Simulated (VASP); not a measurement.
YTl, 2 atoms in the cell. It takes space group Pm-3m (No. 221, cubic). The conventional cell has a = 3.751 Å, b = 3.751 Å, c = 3.751 Å, α = 90.00°, β = 90.00°, γ = 90.00°. Y (site symmetry m-3m) has 8 Tl at 3.25 Å and 6 Y at 3.75 Å within 4.3 Å. Within 4.3 Å of Tl (site symmetry m-3m) lie 8 Y at 3.25 Å and 6 Tl at 3.75 Å. 

```yaml
Program: VASP 6.6.1
Task: single point
Functional: LDA
Potentials_or_basis: VASP PAW LDA potentials, release 64 (Y_sv, Tl_d)
Cutoff: 520 eV
k_mesh: 11 × 11 × 11
Occupations: fermi-dirac, width 0.08 eV
Spin: no spin polarisation
Dipole_correction: no
Further_INCAR_settings: ALGO = Normal; EDIFF = 1e-06; NBANDS = 19
```

Potentials or basis: VASP PAW LDA potentials, release 64 (Y_sv, Tl_d).

Command:

```console
$ cat potpaw_LDA.64/Y_sv/POTCAR potpaw_LDA.64/Tl_d/POTCAR > POTCAR
$ mpirun -np 1 vasp_std > vasp.out
```

Hardware: 1 thread of AMD EPYC 7R13, with other jobs on the host.

Question: Estimate the wall time of this run.

Answer: Wall time 66 s on 1 thread of AMD EPYC 7R13 (shared host), peak memory 0.17 GiB. Counts: scf iterations 12, k points 56.
